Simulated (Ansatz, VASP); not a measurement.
**TiAl in VASP and in Ansatz**

The input INCAR:

```
SYSTEM = TiAl
ALGO     = Fast           ! electronic algorithm
EDIFF    = 1E-6           ! SCF threshold, eV
ENCUT    = 520            ! plane-wave cutoff, eV
GGA      = PE             ! functional
ISIF     = 2              ! what is computed and relaxed
ISMEAR   = 0              ! smearing method
LASPH    = .True.         ! aspherical terms in the spheres
LCHARG   = .False.        ! write CHGCAR
LREAL    = .False.        ! projectors in reciprocal space
LWAVE    = .False.        ! write WAVECAR
NBANDS   = 32             ! bands
NELM     = 60             ! most SCF steps
PREC     = Accurate       ! precision mode
SIGMA    = 0.15           ! smearing width, eV
```

Contents of KPOINTS:

```
k-points
0
Gamma
  14 14 5
  0 0 0
```

POSCAR

```
TiAl
1.0
    0.0000000000     -3.1860938973      0.0000000000
    0.0000000000      0.0000000000     -3.1860938973
    9.5582816920      0.0000000000     -0.5310156496
Ti Al
3 3
Direct
    1.0000000000      0.9861111111      0.0833333333
    1.0000000000      0.9305555556      0.4166666667
    1.0000000000      0.8750000000      0.7500000000
    0.5000000000      0.3472222222      0.9166666667
    0.5000000000      0.4583333333      0.2500000000
    0.5000000000      0.4027777778      0.5833333333
```

Input for Ansatz:

```yaml
crystal:
  lattice:
    - [0.0, -3.1860938973, 0.0]
    - [0.0, 0.0, -3.1860938973]
    - [9.558281692, 0.0, -0.5310156496]
  atoms:
    - { symbol: Ti, position: [1.0, 0.9861111111, 0.0833333333] }
    - { symbol: Ti, position: [1.0, 0.9305555556, 0.4166666667] }
    - { symbol: Ti, position: [1.0, 0.875, 0.75] }
    - { symbol: Al, position: [0.5, 0.3472222222, 0.9166666667] }
    - { symbol: Al, position: [0.5, 0.4583333333, 0.25] }
    - { symbol: Al, position: [0.5, 0.4027777778, 0.5833333333] }
basis:
  ecutwfc: 520.0
kpoints:
  mp_grid: { grid: [14, 14, 5] }
hamiltonian:
  xc: pbe
  pseudopotentials: { kind: paw, azcp: { folder: soft_1 } }
scf:
  occupations: { method: gaussian, width: 0.15 }
output:
  forces: true
  stress: true
  eigenvalues: true
  write_density: true
  write_potential: true
  elf: true
  volumetric_format: npy
```

Alike in both runs: task single point; functional PBE; k mesh 14 × 14 × 5; occupations gaussian, width 0.15 eV; no spin polarisation.

```csv
,VASP,Ansatz
version,VASP 6.6.1,Ansatz 0.2.0
potentials or method,"VASP PAW PBE potentials, release 64 (Ti_sv, Al), cutoff 520 eV","scalar-relativistic, plane waves, PAW"
valence electrons in the cell,45,45
```

|  | VASP | Ansatz | Ansatz less VASP |
| --- | --- | --- | --- |
| gap on the k mesh at the Fermi level (eV) | none | none | - |
| pressure (GPa) | 1.8 | 1.8 | +0.01 |
| traceless stress, the component that is largest in VASP (GPa) | 3.83 | 3.83 | 0.000 |
| rms of the force components (eV/Å) | 0.613 | 0.613 | -0.0003 |

Atom by atom the forces differ by 0.001 eV/Å (rms over components). A gap of «none» marks a metal or a gap that the smearing closes.
